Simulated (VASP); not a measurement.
# SiS2 (Ibam) in VASP: a series of runs

The runs below take SiS2 through single point, relaxation of cell and atoms, with PBE.

All numbers are computed with VASP 6.6.1; they aren't measurements. Logs are shortened: lines on timing, memory, paths and dates and some standing lists are left out, and cuts for length are marked.

### 1 The cell of the first run

It takes space group Ibam (No. 72, orthorhombic). The conventional cell has a = 6.369 Å, b = 11.088 Å, c = 5.593 Å, α = 90.00°, β = 90.00°, γ = 90.00°. Within 2.8 Å of Si (site symmetry 222) lie 4 S at 2.15 Å and 2 Si at 2.80 Å. S (site symmetry m) has 2 Si at 2.15 Å within 2.8 Å.

### 2 Single point, PBE

Input file INCAR:

```
SYSTEM = SiS2
ALGO     = Normal         ! electronic algorithm
EDIFF    = 1E-6           ! SCF threshold, eV
ENCUT    = 520            ! plane-wave cutoff, eV
GGA      = PE             ! functional
ISIF     = 2              ! what is computed and relaxed
ISMEAR   = 0              ! smearing method
LASPH    = .TRUE.         ! aspherical terms in the spheres
LCHARG   = .FALSE.        ! write CHGCAR
LREAL    = .FALSE.        ! projectors in reciprocal space
LWAVE    = .FALSE.        ! write WAVECAR
NBANDS   = 25             ! bands
NELM     = 100            ! most SCF steps
PREC     = Accurate       ! precision mode
SIGMA    = 0.02           ! smearing width, eV
```

Input file KPOINTS:

```
k-points
0
G
  6 6 6
  0 0 0
```

Input file POSCAR:

```
SiS2
1.0
   -3.1847042329      5.5437967501      2.7963366603
    3.1847042329     -5.5437967501      2.7963366603
    3.1847042329      5.5437967501     -2.7963366603
Si S
2 4
Direct
    0.7500000000      0.7500000000      0.0000000000
    0.2500000000      0.2500000000      0.0000000000
    0.8960278368      0.8185613192      0.7145891560
    0.1039721632      0.1814386808      0.2854108440
    0.6039721632      0.3185613192      0.9225334823
    0.3960278368      0.6814386808      0.0774665177
```

Potentials or basis: VASP PAW PBE potentials, release 64 (Si, S).

Launch:

```console
$ cat potpaw_PBE.64/Si/POTCAR potpaw_PBE.64/S/POTCAR > POTCAR
$ mpirun -np 1 vasp_std > vasp.out
```

OUTCAR:

```text
SYSTEM = SiS2
   EDIFF = 1E-6
   ENCUT = 520
   GGA = PE
   ISIF = 2
   ISMEAR = 0
   LASPH = .TRUE.
   LREAL = .FALSE.
   NELM = 100
   PREC = Accurate

 ion  position               nearest neighbor table
   1  0.750  0.750  0.000-   5 2.15   4 2.15   3 2.15   6 2.15   2 2.80   2 2.80
   2  0.250  0.250  0.000-   6 2.15   4 2.15   3 2.15   5 2.15   1 2.80   1 2.80
   3  0.896  0.819  0.715-   1 2.15   2 2.15
   4  0.104  0.181  0.285-   1 2.15   2 2.15
   5  0.604  0.319  0.923-   1 2.15   2 2.15
   6  0.396  0.681  0.077-   2 2.15   1 2.15

  LATTYP: Found a body centered orthorhombic cell.
 ALAT       =     5.5926733206
 B/A-ratio  =     1.1388844119
 C/A-ratio  =     1.9825212138

  Lattice vectors:

 A1 = (   3.1847042329,   5.5437967501,  -2.7963366603)
 A2 = (  -3.1847042329,   5.5437967501,   2.7963366603)
 A3 = (   3.1847042329,  -5.5437967501,   2.7963366603)

Analysis of symmetry for initial positions (statically):
=====================================================================
 Subroutine PRICEL returns:
 Original cell was already a primitive cell.

 Routine SETGRP: Setting up the symmetry group for a
 body centered orthorhombic supercell.

 Subroutine GETGRP returns: Found  8 space group operations
 (whereof  4 operations were pure point group operations)
 out of a pool of  8 trial point group operations.

The static configuration has the point symmetry C_2h.
 The point group associated with its full space group is D_2h.

Analysis of symmetry for dynamics (positions and initial velocities):
=====================================================================
 Subroutine PRICEL returns:
 Original cell was already a primitive cell.

 Routine SETGRP: Setting up the symmetry group for a
 body centered orthorhombic supercell.

 Subroutine GETGRP returns: Found  8 space group operations
 (whereof  4 operations were pure point group operations)
 out of a pool of  8 trial point group operations.

The dynamic configuration has the point symmetry C_2h.
 The point group associated with its full space group is D_2h.

 Subroutine INISYM returns: Found  8 space group operations
 (whereof  4 operations are pure point group operations),
 and found     1 'primitive' translations

----------------------------------------------------------------------------------------

                                     Primitive cell

  volume of cell :     197.4812

  direct lattice vectors                    reciprocal lattice vectors
    -3.184704233  5.543796750  2.796336660     0.000000000  0.090190897  0.178805366
     3.184704233 -5.543796750  2.796336660     0.157000451  0.000000000  0.178805366
     3.184704233  5.543796750 -2.796336660     0.157000451  0.090190897  0.000000000

  length of vectors
     6.978217693  6.978217693  6.978217693     0.200264217  0.237950626  0.181062253

  position of ions in fractional coordinates (direct lattice)
     0.750000000  0.750000000  0.000000000
     0.250000000  0.250000000  0.000000000
     0.896027837  0.818561319  0.714589156
     0.103972163  0.181438681  0.285410844
     0.603972163  0.318561319  0.922533482
     0.396027837  0.681438681  0.077466518

  ion indices of the primitive-cell ions
   primitive index   ion index
                 1           1
                 2           2
                 3           3
                 4           4
                 5           5
                 6           6

----------------------------------------------------------------------------------------

 KPOINTS: k-points

Automatic generation of k-mesh.
 Grid dimensions read from file:
 generate k-points for:    6    6    6

 Generating k-lattice:

  Cartesian coordinates                     Fractional coordinates (reciprocal lattice)
     0.000000000  0.015031816  0.029800894     0.166666667  0.000000000  0.000000000
     0.026166742  0.000000000  0.029800894     0.000000000  0.166666667 -0.000000000
     0.026166742  0.015031816  0.000000000     0.000000000 -0.000000000  0.166666667

  Length of vectors
     0.033377370  0.039658438  0.030177042

  Shift w.r.t. Gamma in fractional coordinates (k-lattice)
     0.000000000  0.000000000  0.000000000

 Subroutine IBZKPT returns following result:
 ===========================================

 Found     46 irreducible k-points:

 Following reciprocal coordinates:
            Coordinates               Weight
  0.000000  0.000000  0.000000      1.000000
  0.166667  0.000000 -0.000000      4.000000
  0.333333  0.000000  0.000000      4.000000
  0.500000 -0.000000  0.000000      2.000000
  0.000000  0.166667 -0.000000      4.000000
  0.166667  0.166667 -0.000000      8.000000
[... 16 lines left out ...]
 -0.166667  0.166667  0.166667      2.000000
  0.166667  0.333333  0.166667      4.000000
 [... further k-points ...]
   k-points           NKPTS =     46   k-points in BZ     NKDIM =     46   number of bands    NBANDS=     25
   number of dos      NEDOS =    301   number of ions     NIONS =      6
   total plane-waves  NPLWV = 157464
   dimension x,y,z NGX =    54 NGY =   54 NGZ =   54
   dimension x,y,z NGXF=   108 NGYF=  108 NGZF=  108
   ions per type =               2   4
   NGX,Y,Z   is equivalent  to a cutoff of  12.86, 12.86, 12.86 a.u.
   NGXF,Y,Z  is equivalent  to a cutoff of  25.73, 25.73, 25.73 a.u.
 SYSTEM =  SiS2
   PREC   = accura    normal or accurate (medium, high low for compatibility)
   ISTART =      0    job   : 0-new  1-cont  2-samecut
   ICHARG =      2    charge: 1-file 2-atom 10-const
   ISPIN  =      1    spin polarized calculation?
   LNONCOLLINEAR =      F non collinear calculations
   LSORBIT =      F    spin-orbit coupling
   LASPH  =      T    aspherical Exc in radial PAW
   ENCUT  =  520.0 eV  38.22 Ry    6.18 a.u.  12.97 12.97 12.97*2*pi/ulx,y,z
   NELM   =    100;   NELMIN=  2; NELMDL= -5     # of ELM steps
   EDIFF  = 0.1E-05   stopping-criterion for ELM
   LREAL  =      F    real-space projection
   EDIFFG = 0.1E-04   stopping-criterion for IOM
   NSW    =      0    number of steps for IOM
   IBRION =     -1    ionic relax: 0-MD 1-quasi-New 2-CG
   NFREE  =      0    steps in history (QN), initial steepest desc. (CG)
   ISIF   =      2    stress and relaxation
   ISYM   =      2    0-nonsym 1-usesym 2-fastsym
   POTIM  = 0.5000    time-step for ionic-motion
   TEBEG  =    0.0;   TEEND  =   0.0 temperature during run
   PSTRESS=    0.0 pullay stress
   NELECT =      32.0000    total number of electrons
   NUPDOWN=      -1.0000    fix difference up-down
   EMIN   =  10.00;   EMAX   =-10.00  energy-range for DOS
   EFERMI =   0.00;   METHOD = LEGACY
   ISMEAR =     0;   SIGMA  =   0.02  broadening in eV -4-tet -1-fermi 0-gaus
   EFERMI_NEDOS =   21; number of points for ismear=-14 and -15
   IALGO  =     38    algorithm
   IMIX   =      4    mixing-type and parameters
     AMIX     =   0.40;   BMIX     =  1.00
     AMIX_MAG =   1.60;   BMIX_MAG =  1.00
  volume/ion in A,a.u.               =      32.91       222.11
  Fermi-wavevector in a.u.,A,eV,Ry     =   0.892516  1.686611 10.838204  0.796586
  Thomas-Fermi vector in A             =   2.014476
   LORBIT       =      0    0 simple, 1 ext, 2 COOP (PROOUT), +10 PAW based schemes
   GGA     = PE    functional components
   LHFCALC =     F    Hartree Fock is set to
   AEXX    =    0.0000 exact exchange contribution
   IVDW    =     0    specifies the selected vdW correction
   LEPSILON=     F    determine dielectric tensor
   LRPA    =     F    only Hartree local field effects (RPA)
 non-spin polarized calculation
 Gauss-broadening in eV      SIGMA  =   0.02
  energy-cutoff  :      520.00
  volume of cell :      197.48
 maximum number of plane-waves:      5350
 NGX is ok and might be reduce to    54
   NGX = 25   NGY = 25   NGZ = 25

 number of electron      31.9999998 magnetization

 Free energy of the ion-electron system (eV)
  ---------------------------------------------------
  ext. energy  EPLUGINS =         0.00000000
  ---------------------------------------------------
  free energy    TOTEN  =       -31.44823190 eV

  energy without entropy =      -31.44823190  energy(sigma->0) =      -31.44823190

 E-fermi :   0.0713     XC(G=0):  -6.8518

 val. band max:       -0.0521385519   @ k =  -0.3333   0.3333   0.1667
 cond. band min:       3.0543374470   @ k =  -0.3333  -0.3333   0.3333
 fundamental gap:      3.1064759989
 Fermi energy:         0.0712961619

 k-point     1 :       0.0000    0.0000    0.0000
  band No.  band energies     occupation
      1     -14.3293      2.00000
      2     -12.3843      2.00000
      3     -11.8528      2.00000
      4     -11.8356      2.00000
      5      -7.4840      2.00000
      6      -5.6489      2.00000
[... 17 lines left out ...]
     24       6.7809      0.00000
     25       6.9294      0.00000

 k-point     2 :       0.1667    0.0000   -0.0000
  band No.  band energies     occupation
      1     -14.2355      2.00000
      2     -12.5808      2.00000
      3     -11.8524      2.00000
      4     -11.8377      2.00000
      5      -7.2245      2.00000
      6      -5.6529      2.00000
[... 17 lines left out ...]
     24       6.4392      0.00000
     25       7.0680      0.00000

 k-point     3 :       0.3333    0.0000    0.0000
  band No.  band energies     occupation
      1     -13.9631      2.00000
      2     -13.0372      2.00000
      3     -11.8509      2.00000
      4     -11.8427      2.00000
      5      -6.6270      2.00000
      6      -5.7338      2.00000
[... 17 lines left out ...]
     24       6.2926      0.00000
     25       7.1330      0.00000

 k-point     4 :       0.5000   -0.0000    0.0000
  band No.  band energies     occupation
      1     -13.5419      2.00000
      2     -13.5419      2.00000
      3     -11.8476      2.00000
      4     -11.8476      2.00000
      5      -6.0464      2.00000
      6      -6.0464      2.00000
[... 17 lines left out ...]
     24       6.1428      0.00000
     25       7.4706      0.00000

 k-point     5 :       0.0000    0.1667   -0.0000
  band No.  band energies     occupation
      1     -14.2332      2.00000
      2     -12.5802      2.00000
      3     -11.8584      2.00000
      4     -11.8377      2.00000
      5      -7.2241      2.00000
      6      -5.6404      2.00000
[... 17 lines left out ...]
     24       6.3799      0.00000
     25       7.0774      0.00000

 k-point     6 :       0.1667    0.1667   -0.0000
  band No.  band energies     occupation
      1     -13.9642      2.00000
      2     -13.0342      2.00000
      3     -11.8566      2.00000
      4     -11.8369      2.00000
      5      -6.6369      2.00000
      6      -5.7358      2.00000
[... 17 lines left out ...]
     24       6.3264      0.00000
     25       7.0891      0.00000
[... 393 lines left out ...]
 k-point    21 :       0.1667    0.1667    0.1667
  band No.  band energies     occupation
      1     -13.9531      2.00000
      2     -13.0347      2.00000
      3     -11.8693      2.00000
      4     -11.8480      2.00000
      5      -6.6319      2.00000
      6      -5.7128      2.00000
[... 17 lines left out ...]
     24       6.4407      0.00000
     25       7.2001      0.00000

 k-point    22 :       0.3333    0.1667    0.1667
  band No.  band energies     occupation
      1     -13.5361      2.00000
      2     -13.5361      2.00000
      3     -11.8565      2.00000
      4     -11.8565      2.00000
      5      -6.0569      2.00000
      6      -6.0569      2.00000
[... 17 lines left out ...]
     24       6.1334      0.00000
     25       7.6745      0.00000

 k-point    23 :      -0.1667    0.1667    0.1667
  band No.  band energies     occupation
      1     -14.3146      2.00000
      2     -12.3829      2.00000
      3     -11.8769      2.00000
      4     -11.8529      2.00000
      5      -7.4840      2.00000
      6      -5.5483      2.00000
[... 17 lines left out ...]
     24       6.8255      0.00000
     25       6.9337      0.00000

 k-point    24 :       0.1667    0.3333    0.1667
  band No.  band energies     occupation
      1     -13.5342      2.00000
      2     -13.5342      2.00000
      3     -11.8594      2.00000
      4     -11.8594      2.00000
      5      -6.0606      2.00000
      6      -6.0606      2.00000
[... 17 lines left out ...]
     24       6.1774      0.00000
     25       7.5432      0.00000

 [... further k-points ...]
[... 5 lines left out ...]
  --------------------------------------------------------------------------------------
  -------------------------------------------------------------------------------------
  Total       -0.1951931     -0.1915876     -0.2810734     -0.0000000      0.0000000      0.0000000
  in kB       -1.5836139     -1.5543618     -2.2803654     -0.0000000      0.0000000      0.0000000
  external PRESSURE =      -1.8061137 kB  Pullay stress =       0.0000000 kB

 VOLUME and BASIS-vectors are now :
 -----------------------------------------------------------------------------
  energy-cutoff  :      520.00
  volume of cell :      197.48
      direct lattice vectors                 reciprocal lattice vectors
    -3.184704233  5.543796750  2.796336660     0.000000000  0.090190897  0.178805366
     3.184704233 -5.543796750  2.796336660     0.157000451  0.000000000  0.178805366
     3.184704233  5.543796750 -2.796336660     0.157000451  0.090190897  0.000000000

 POSITION                                       TOTAL-FORCE (eV/Angst)
 -----------------------------------------------------------------------------------
      0.00000      0.00000      4.19450         0.000000      0.000000     -0.000000
      0.00000      0.00000      1.39817         0.000000      0.000000     -0.000000
      2.02905      4.39100      2.79634         0.035628      0.036442     -0.000000
      1.15566      1.15280      0.00000        -0.035628     -0.036442      0.000000
      2.02905      6.69660      0.00000         0.035628     -0.036442     -0.000000
      1.15566     -1.15280      2.79634        -0.035628      0.036442      0.000000
 -----------------------------------------------------------------------------------
    total drift:                               -0.000000      0.000000     -0.000000

  FREE ENERGIE OF THE ION-ELECTRON SYSTEM (eV)
  ---------------------------------------------------
  free  energy   TOTEN  =       -31.4482319005 eV

  energy  without entropy=      -31.4482319005  energy(sigma->0) =      -31.44823190
```

Wall time 5.4 min (1 thread of AMD EPYC 7R13 (Zen 3), shared host); peak memory 0.44 GiB.

Results:

- Free energy: -31.4482 eV
- Pressure: -0.2 GPa
- Largest force: 0.051 eV/Å
- Band gap on the k mesh: 3.11 eV (least direct gap 3.46 eV)

Forces on the atoms (eV/Å):
```
Si   0.000  0.000  0.000
Si   0.000  0.000  0.000
S    0.036  0.036  0.000
S   -0.036 -0.036  0.000
S    0.036 -0.036  0.000
S   -0.036  0.036  0.000
```

A k mesh can miss the band edges.

[end of part 1 of 2]
